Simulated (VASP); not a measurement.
# Al2BP3 (P6_3mc) in VASP: relaxation of cell and atoms with PBE

Aim: the relaxation of cell and atoms of Al2BP3 with PBE.

Program: VASP 6.6.1. These are calculated values, not measurements. Logs are shortened: lines on timing, memory, paths and dates and some standing lists are left out, and cuts for length are marked.

### 1 The cell of the first run

Symmetry: P6_3mc, No. 186, hexagonal system. The conventional cell has a = 3.654 Å, b = 3.654 Å, c = 18.476 Å, α = 90.00°, β = 90.00°, γ = 120.00°. Within 3.1 Å of Al (site symmetry 3m) lie 4 P at 2.31 to 2.36 Å. Within 3.0 Å of Al (site symmetry 3m) lie 4 P at 2.31 to 2.39 Å. Within 2.6 Å of B (site symmetry 3m) lie 4 P at 1.99 to 2.20 Å. Within 3.0 Å of P (site symmetry 3m) lie 4 Al at 2.31 to 2.36 Å. Within 2.6 Å of P (site symmetry 3m) lie 1 B at 1.99 Å and 3 Al at 2.31 Å. P (site symmetry 3m) has 3 B at 2.20 Å and 1 Al at 2.39 Å within 2.9 Å.

### 2 Relaxation of cell and atoms, PBE

INCAR reads:

```
  PREC = Accurate
  ENCUT = 600
  EDIFF = 1E-6
  ISMEAR = 0
  SIGMA = 0.02
  LREAL = False
  LASPH = True
  NELM = 60
  ALGO = Normal
  ISIF = 3
  LWAVE = False
  LCHARG = False
  GGA = PE
  IBRION = 2
  NSW = 100
  EDIFFG = -0.01
```

KPOINTS reads:

```
Automatic mesh
0
Gamma
  12 12 2
```

POSCAR reads:

```
Al2BP3
1.0
    3.6542213800      0.0000000000      0.0000000000
   -1.8271106900      3.1646485462      0.0000000000
    0.0000000000      0.0000000000     18.4758446581
Al B P
4 2 6
Direct
    0.3333333333      0.6666666667      0.9951467590
    0.3333333333      0.6666666667      0.6732431531
    0.6666666667      0.3333333333      0.1732431531
    0.6666666667      0.3333333333      0.4951467590
    0.3333333333      0.6666666667      0.3365675352
    0.6666666667      0.3333333333      0.8365675352
    0.3333333333      0.6666666667      0.1228258247
    0.3333333333      0.6666666667      0.4443796902
    0.3333333333      0.6666666667      0.8028370478
    0.6666666667      0.3333333333      0.3028370478
    0.6666666667      0.3333333333      0.6228258247
    0.6666666667      0.3333333333      0.9443796902
```

Potentials or basis: VASP PAW PBE potentials, release 64 (Al, B, P).

The run is started by

```console
> cat potpaw_PBE.64/Al/POTCAR potpaw_PBE.64/B/POTCAR potpaw_PBE.64/P/POTCAR > POTCAR
> mpirun -np 1 vasp_std > vasp.out
```

OUTCAR:

```text
PREC = Accurate
   ENCUT = 600
   EDIFF = 1E-6
   ISMEAR = 0
   LREAL = False
   LASPH = True
   NELM = 60
   ISIF = 3
   GGA = PE
   IBRION = 2
   NSW = 100
   EDIFFG = -0.01

 ion  position               nearest neighbor table
   1  0.333  0.667  0.995-  12 2.31  12 2.31  12 2.31   7 2.36
   2  0.333  0.667  0.673-  11 2.31  11 2.31  11 2.31   9 2.39
   3  0.667  0.333  0.173-   7 2.31   7 2.31   7 2.31  10 2.39
   4  0.667  0.333  0.495-   8 2.31   8 2.31   8 2.31  11 2.36
   5  0.333  0.667  0.337-   8 1.99  10 2.20  10 2.20  10 2.20
   6  0.667  0.333  0.837-  12 1.99   9 2.20   9 2.20   9 2.20
   7  0.333  0.667  0.123-   3 2.31   3 2.31   3 2.31   1 2.36
   8  0.333  0.667  0.444-   5 1.99   4 2.31   4 2.31   4 2.31
   9  0.333  0.667  0.803-   6 2.20   6 2.20   6 2.20   2 2.39
  10  0.667  0.333  0.303-   5 2.20   5 2.20   5 2.20   3 2.39
  11  0.667  0.333  0.623-   2 2.31   2 2.31   2 2.31   4 2.36
  12  0.667  0.333  0.944-   6 1.99   1 2.31   1 2.31   1 2.31

  LATTYP: Found a hexagonal cell.
 ALAT       =     3.6542213800
 C/A-ratio  =     5.0560277380

  Lattice vectors:

 A1 = (   3.6542213800,   0.0000000000,   0.0000000000)
 A2 = (  -1.8271106900,   3.1646485462,   0.0000000000)
 A3 = (   0.0000000000,   0.0000000000,  18.4758446581)

Analysis of symmetry for initial positions (statically):
=====================================================================
 Subroutine PRICEL returns:
 Original cell was already a primitive cell.

 Routine SETGRP: Setting up the symmetry group for a
 hexagonal supercell.

 Subroutine GETGRP returns: Found 12 space group operations
 (whereof  6 operations were pure point group operations)
 out of a pool of 24 trial point group operations.

The static configuration has the point symmetry C_3v.
 The point group associated with its full space group is C_6v.

Analysis of symmetry for dynamics (positions and initial velocities):
=====================================================================
 Subroutine PRICEL returns:
 Original cell was already a primitive cell.

 Routine SETGRP: Setting up the symmetry group for a
 hexagonal supercell.

 Subroutine GETGRP returns: Found 12 space group operations
 (whereof  6 operations were pure point group operations)
 out of a pool of 24 trial point group operations.

The dynamic configuration has the point symmetry C_3v.
 The point group associated with its full space group is C_6v.

 Subroutine INISYM returns: Found 12 space group operations
 (whereof  6 operations are pure point group operations),
 and found     1 'primitive' translations

----------------------------------------------------------------------------------------

                                     Primitive cell

  volume of cell :     213.6607

  direct lattice vectors                    reciprocal lattice vectors
     3.654221380  0.000000000  0.000000000     0.273656108  0.157995428  0.000000000
    -1.827110690  3.164648546  0.000000000     0.000000000  0.315990855  0.000000000
     0.000000000  0.000000000 18.475844658     0.000000000  0.000000000  0.054124724

  length of vectors
     3.654221380  3.654221380 18.475844658     0.315990855  0.315990855  0.054124724

  position of ions in fractional coordinates (direct lattice)
     0.333333333  0.666666667  0.995146759
     0.333333333  0.666666667  0.673243153
     0.666666667  0.333333333  0.173243153
     0.666666667  0.333333333  0.495146759
     0.333333333  0.666666667  0.336567535
     0.666666667  0.333333333  0.836567535
     0.333333333  0.666666667  0.122825825
     0.333333333  0.666666667  0.444379690
     0.333333333  0.666666667  0.802837048
     0.666666667  0.333333333  0.302837048
     0.666666667  0.333333333  0.622825825
     0.666666667  0.333333333  0.944379690

  ion indices of the primitive-cell ions
   primitive index   ion index
                 1           1
                 2           2
                 3           3
                 4           4
                 5           5
                 6           6
                 7           7
                 8           8
                 9           9
                10          10
                11          11
                12          12

----------------------------------------------------------------------------------------

 KPOINTS: Automatic mesh

Automatic generation of k-mesh.
 Grid dimensions read from file:
 generate k-points for:   12   12    2

 Generating k-lattice:

  Cartesian coordinates                     Fractional coordinates (reciprocal lattice)
     0.022804676  0.013166286  0.000000000     0.083333333  0.000000000  0.000000000
     0.000000000  0.026332571  0.000000000     0.000000000  0.083333333  0.000000000
     0.000000000  0.000000000  0.027062362     0.000000000  0.000000000  0.500000000

  Length of vectors
     0.026332571  0.026332571  0.027062362

  Shift w.r.t. Gamma in fractional coordinates (k-lattice)
     0.000000000  0.000000000  0.000000000

 Subroutine IBZKPT returns following result:
 ===========================================

 Found     38 irreducible k-points:

 Following reciprocal coordinates:
            Coordinates               Weight
  0.000000  0.000000  0.000000      1.000000
  0.083333 -0.000000  0.000000      6.000000
  0.166667 -0.000000  0.000000      6.000000
  0.250000  0.000000  0.000000      6.000000
  0.333333 -0.000000  0.000000      6.000000
  0.416667 -0.000000  0.000000      6.000000
[... 16 lines left out ...]
  0.250000  0.000000  0.500000      6.000000
  0.333333 -0.000000  0.500000      6.000000
 [... further k-points ...]
   k-points           NKPTS =     38   k-points in BZ     NKDIM =     38   number of bands    NBANDS=     31
   number of dos      NEDOS =    301   number of ions     NIONS =     12
   total plane-waves  NPLWV = 135000
   dimension x,y,z NGX =    30 NGY =   30 NGZ =  150
   dimension x,y,z NGXF=    60 NGYF=   60 NGZF=  300
   ions per type =               4   2   6
   NGX,Y,Z   is equivalent  to a cutoff of  13.65, 13.65, 13.50 a.u.
   NGXF,Y,Z  is equivalent  to a cutoff of  27.30, 27.30, 26.99 a.u.
 SYSTEM =  unknown system
   PREC   = accura    normal or accurate (medium, high low for compatibility)
   ISTART =      0    job   : 0-new  1-cont  2-samecut
   ICHARG =      2    charge: 1-file 2-atom 10-const
   ISPIN  =      1    spin polarized calculation?
   LNONCOLLINEAR =      F non collinear calculations
   LSORBIT =      F    spin-orbit coupling
   LASPH  =      T    aspherical Exc in radial PAW
   ENCUT  =  600.0 eV  44.10 Ry    6.64 a.u.   7.30  7.30 36.90*2*pi/ulx,y,z
   NELM   =     60;   NELMIN=  2; NELMDL= -5     # of ELM steps
   EDIFF  = 0.1E-05   stopping-criterion for ELM
   LREAL  =      F    real-space projection
   EDIFFG = -.1E-01   stopping-criterion for IOM
   NSW    =    100    number of steps for IOM
   IBRION =      2    ionic relax: 0-MD 1-quasi-New 2-CG
   NFREE  =      1    steps in history (QN), initial steepest desc. (CG)
   ISIF   =      3    stress and relaxation
   ISYM   =      2    0-nonsym 1-usesym 2-fastsym
   POTIM  = 0.5000    time-step for ionic-motion
   TEBEG  =    0.0;   TEEND  =   0.0 temperature during run
   PSTRESS=    0.0 pullay stress
   NELECT =      48.0000    total number of electrons
   NUPDOWN=      -1.0000    fix difference up-down
   EMIN   =  10.00;   EMAX   =-10.00  energy-range for DOS
   EFERMI =   0.00;   METHOD = LEGACY
   ISMEAR =     0;   SIGMA  =   0.02  broadening in eV -4-tet -1-fermi 0-gaus
   EFERMI_NEDOS =   21; number of points for ismear=-14 and -15
   IALGO  =     38    algorithm
   IMIX   =      4    mixing-type and parameters
     AMIX     =   0.40;   BMIX     =  1.00
     AMIX_MAG =   1.60;   BMIX_MAG =  1.00
  volume/ion in A,a.u.               =      17.81       120.15
  Fermi-wavevector in a.u.,A,eV,Ry     =   0.995208  1.880670 13.475730  0.990438
  Thomas-Fermi vector in A             =   2.127212
   LORBIT       =      0    0 simple, 1 ext, 2 COOP (PROOUT), +10 PAW based schemes
   GGA     = PE    functional components
   LHFCALC =     F    Hartree Fock is set to
   AEXX    =    0.0000 exact exchange contribution
   IVDW    =     0    specifies the selected vdW correction
   LEPSILON=     F    determine dielectric tensor
   LRPA    =     F    only Hartree local field effects (RPA)
 conjugate gradient relaxation of ions
 non-spin polarized calculation
 Gauss-broadening in eV      SIGMA  =   0.02
  energy-cutoff  :      600.00
  volume of cell :      213.66
 maximum number of plane-waves:      7207
 NGX is ok and might be reduce to    30
   NGX = 15   NGY = 15   NGZ = 73

--------------------------------------- Ionic step        1  -------------------------------------------

 number of electron      47.9999997 magnetization

 Free energy of the ion-electron system (eV)
  ---------------------------------------------------
  ext. energy  EPLUGINS =         0.00000000
  ---------------------------------------------------
  free energy    TOTEN  =       -64.24547972 eV

  energy without entropy =      -64.24547972  energy(sigma->0) =      -64.24547972

------------------------ aborting loop because EDIFF is reached ----------------------------------------

  FORCE on cell =-STRESS in cart. coord.  units (eV):
  Direction    XX          YY          ZZ          XY          YZ          ZX
  --------------------------------------------------------------------------------------
  -------------------------------------------------------------------------------------
  Total       -0.1999117     -0.1999117      0.1108393      0.0000000     -0.0000000      0.0000000
  in kB       -1.4990779     -1.4990779      0.8311502      0.0000000     -0.0000000      0.0000000
  external PRESSURE =      -0.7223352 kB  Pullay stress =       0.0000000 kB
[... 169 lines left out ...]
  energy  without entropy=      -64.2456584081  energy(sigma->0) =      -64.24565841

--------------------------------------- Ionic step        5  -------------------------------------------

 number of electron      47.9999997 magnetization

 Free energy of the ion-electron system (eV)
  ---------------------------------------------------
  ext. energy  EPLUGINS =         0.00000000
  ---------------------------------------------------
  free energy    TOTEN  =       -64.24568419 eV

  energy without entropy =      -64.24568419  energy(sigma->0) =      -64.24568419

 E-fermi :   5.6705     XC(G=0):  -9.5605

 val. band max:        5.5651969892   @ k =   0.0000   0.0000   0.0000
 cond. band min:       6.4820437152   @ k =   0.5000   0.0000   0.0000
 fundamental gap:      0.9168467260
 Fermi energy:         5.6704723959

 k-point     1 :       0.0000    0.0000    0.0000
  band No.  band energies     occupation
      1      -7.5165      2.00000
      2      -7.4287      2.00000
      3      -6.6020      2.00000
      4      -6.1470      2.00000
      5      -5.7694      2.00000
      6      -5.2494      2.00000
[... 805 lines left out ...]
     30       8.3107      0.00000
     31       8.9540      0.00000

 [... further k-points ...]

------------------------ aborting loop because EDIFF is reached ----------------------------------------

  FORCE on cell =-STRESS in cart. coord.  units (eV):
  Direction    XX          YY          ZZ          XY          YZ          ZX
  --------------------------------------------------------------------------------------
  -------------------------------------------------------------------------------------
  Total       -0.0093621     -0.0093621      0.0140856      0.0000000      0.0000000     -0.0000000
  in kB       -0.0702632     -0.0702632      0.1057128      0.0000000      0.0000000     -0.0000000
  external PRESSURE =      -0.0116045 kB  Pullay stress =       0.0000000 kB
[... 27 lines left out ...]
  FREE ENERGIE OF THE ION-ELECTRON SYSTEM (eV)
  ---------------------------------------------------
  free  energy   TOTEN  =       -64.2456841859 eV

  energy  without entropy=      -64.2456841859  energy(sigma->0) =      -64.24568419

 reached required accuracy - stopping structural energy minimisation
```

Run time: 10 min. Hardware: 1 thread of Intel Xeon Platinum 8559C (Emerald Rapids), shared host; peak memory 0.54 GiB.

What came out:

| Quantity | Value |
| --- | --- |
| Free energy | -64.2457 eV |
| Relaxed volume | 17.79 Å³/atom |
| Relaxed cell | a = 3.652 Å, b = 3.652 Å, c = 18.485 Å, α = 90.00°, β = 90.00°, γ = 120.00° |
| Space group after relaxing (to 0.1 Å) | P6_3mc (No. 186) |
| Energy gained by relaxing | 0.0 meV/atom |
| Ionic steps | 5 |
| Pressure after relaxing | 0.0 GPa |
| Largest force after relaxing | 0.003 eV/Å |
| Band gap on the k mesh | 0.92 eV (least direct gap 1.00 eV) |

Forces in eV/Å, atoms in the order of the input:
```
Al   0.000  0.000  0.003
Al   0.000  0.000  0.002
Al   0.000  0.000  0.002
Al   0.000  0.000  0.003
B    0.000  0.000 -0.003
B    0.000  0.000 -0.003
P    0.000  0.000 -0.002
P    0.000  0.000 -0.001
P    0.000  0.000  0.001
P    0.000  0.000  0.001
P    0.000  0.000 -0.002
P    0.000  0.000 -0.001
```

Step by step:
| step | energy change (eV) | largest force (eV/Å) | pressure (GPa) | volume (Å³) |
| --- | --- | --- | --- | --- |
| 1 | 0.0000 | 0.0191 | -0.07 | 213.66 |
| 2 | -0.0002 | 0.0201 | 0.03 | 213.41 |
| 3 | -0.0002 | 0.0151 | 0.01 | 213.47 |
| 4 | -0.0002 | 0.0145 | 0.01 | 213.47 |
| 5 | -0.0002 | 0.0035 | 0.00 | 213.48 |

Final structure:
```
CELL_PARAMETERS angstrom
3.65176 0.00000 0.00000
-1.82588 3.16252 0.00000
0.00000 0.00000 18.48515
ATOMIC_POSITIONS crystal
Al 0.33333 0.66667 0.99518
Al 0.33333 0.66667 0.67324
Al 0.66667 0.33333 0.17324
Al 0.66667 0.33333 0.49518
B 0.33333 0.66667 0.33660
B 0.66667 0.33333 0.83660
P 0.33333 0.66667 0.12284
P 0.33333 0.66667 0.44437
P 0.33333 0.66667 0.80278
P 0.66667 0.33333 0.30278
P 0.66667 0.33333 0.62284
P 0.66667 0.33333 0.94437
```

Levels at points of the mesh, in eV from the valence-band top:
```
           k point  band 22  band 23  band 24  band 25  band 26  band 27
(0.00, 0.00, 0.00)    -0.16     0.00     0.00     1.00     1.07     2.80
(0.50, 0.00, 0.00)    -1.83    -1.42    -1.15     0.92     1.20     1.57
(0.00, 0.00, 0.50)    -0.07    -0.07    -0.07     1.05     1.05     2.95
(0.50, 0.00, 0.50)    -1.97    -1.26    -1.26     1.07     1.07     1.83
```
